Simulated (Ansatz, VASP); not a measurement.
## Two plane-wave programs on Sb

```
Sb
1.0
     2.10616    1.21599    3.50905
    -2.10616    1.21599    3.50905
     0.00000   -2.43199    3.50905
Sb
2
Direct
  0.24057 0.24057 0.24057
  0.75943 0.75943 0.75943
```

Alike in both runs: task single point; functional r2SCAN; dispersion D3(BJ); k mesh 12 × 12 × 12; occupations fermi-dirac, width 0.1 eV; no spin polarisation.

|  | VASP | Ansatz |
| --- | --- | --- |
| version | VASP 6.6.1 | Ansatz 0.2.0 |
| potentials or method | VASP PAW PBE potentials, release 64 (Sb), cutoff 520 eV | scalar-relativistic, plane waves, PAW |
| valence electrons in the cell | 10 | 30 |

|  | VASP | Ansatz | Ansatz less VASP |
| --- | --- | --- | --- |
| gap on the k mesh at the Fermi level (eV) | none | none | - |
| pressure (GPa) | 6.6 | 6.4 | -0.21 |
| rms of the force components (eV/Å) | 0.026 | 0.000 | -0.0262 |

VASP's potentials were made for PBE, not for r2SCAN. Atom by atom the forces differ by 0.026 eV/Å (rms over components). A gap of «none» marks a metal or a gap that the smearing closes. VASP's potentials hold 10 valence electrons a cell and Ansatz's 30, so a difference there can come from the potentials and not from the codes. Ansatz's warnings: dispersion damping borrowed.

Spin-orbit coupling is off throughout.
